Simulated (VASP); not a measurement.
Ga, 4 atoms in the cell. Symmetry: Cmce, No. 64, orthorhombic system. Conventional cell: a = 4.511 Å, b = 7.645 Å, c = 4.381 Å, α = 90.00°, β = 90.00°, γ = 90.00°. Within 3.2 Å of Ga (site symmetry m) lie 7 Ga at 2.43 to 2.79 Å.  This cell differs from its parent crystal: zz strain of -3 %.

```yaml
Program: VASP 6.6.1
Task: electric field gradients
Functional: PBEsol
Potentials_or_basis: VASP PAW PBE potentials, release 64 (Ga_d)
Cutoff: 520 eV
k_mesh: 9 × 9 × 8
Occupations: fermi-dirac, width 0.05 eV
Spin: no spin polarisation
Dipole_correction: no
Further_INCAR_settings: ALGO = Normal; EDIFF = 1e-08; NBANDS = 34
```

Potentials or basis: VASP PAW PBE potentials, release 64 (Ga_d).

Launch:

```console
$ cat potpaw_PBE.64/Ga_d/POTCAR > POTCAR
$ mpirun -np 1 vasp_std > vasp.out
```

Hardware: 1 thread of Intel(R) Xeon(R) Platinum 8259CL CPU @ 2.50GHz (Skylake/Cascade Lake), with other jobs on the host.

How long does it take, and how much memory?

Run time: 4 min on 1 thread of Intel(R) Xeon(R) Platinum 8259CL CPU @ 2.50GHz (Skylake/Cascade Lake), with other jobs on the host, peak memory 0.35 GiB. Counts: scf iterations 16, k points 125.
